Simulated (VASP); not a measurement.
A run of VASP 6.6.1 is set up as follows.

INCAR

```
SYSTEM = Al2Cu
PREC     = Accurate       ! precision mode
ENCUT    = 520            ! plane-wave cutoff, eV
EDIFF    = 1E-7           ! SCF threshold, eV
ISMEAR   = 0              ! smearing method
SIGMA    = 0.1            ! smearing width, eV
LREAL    = .FALSE.        ! projectors in reciprocal space
LASPH    = .TRUE.         ! aspherical terms in the spheres
NELM     = 60             ! most SCF steps
ALGO     = Normal         ! electronic algorithm
ISIF     = 2              ! what is computed and relaxed
LWAVE    = .FALSE.        ! write WAVECAR
LCHARG   = .FALSE.        ! write CHGCAR
GGA      = PE             ! functional
NBANDS   = 16             ! bands
```

File KPOINTS:

```
regular mesh
0
G
  6 6 6
  0 0 0
```

File POSCAR:

```
Al2Cu
1.0
    0.0000000000      2.0404401900      5.6884252400
    1.8961417500      0.0000000000      5.6884252400
    1.8961417500      2.0404401900      0.0000000000
Al Cu
2 1
Direct
    0.6666666700      0.6666666700      0.3333333300
    0.3333333300      0.3333333300      0.6666666700
    0.0000000000      0.0000000000      0.0000000000
```

Potentials or basis: VASP PAW PBE potentials, release 64 (Al, Cu).

Launch:

```sh
$ cat potpaw_PBE.64/Al/POTCAR potpaw_PBE.64/Cu/POTCAR > POTCAR
$ mpirun -np 1 vasp_std > vasp.out
```

(1) What does it give for the band gap on the k mesh?

(2) What does it give for the pressure?

(3) Predict the largest force.

Answers

(1) zero (an odd number of electrons rules out a gap without spin polarisation).

(2) 0.2 GPa.

(3) 0.921 eV/Å.

Caveat: the k points lie up to 0.39 Å⁻¹ apart, too coarse for converged energies and pressures of a metal.
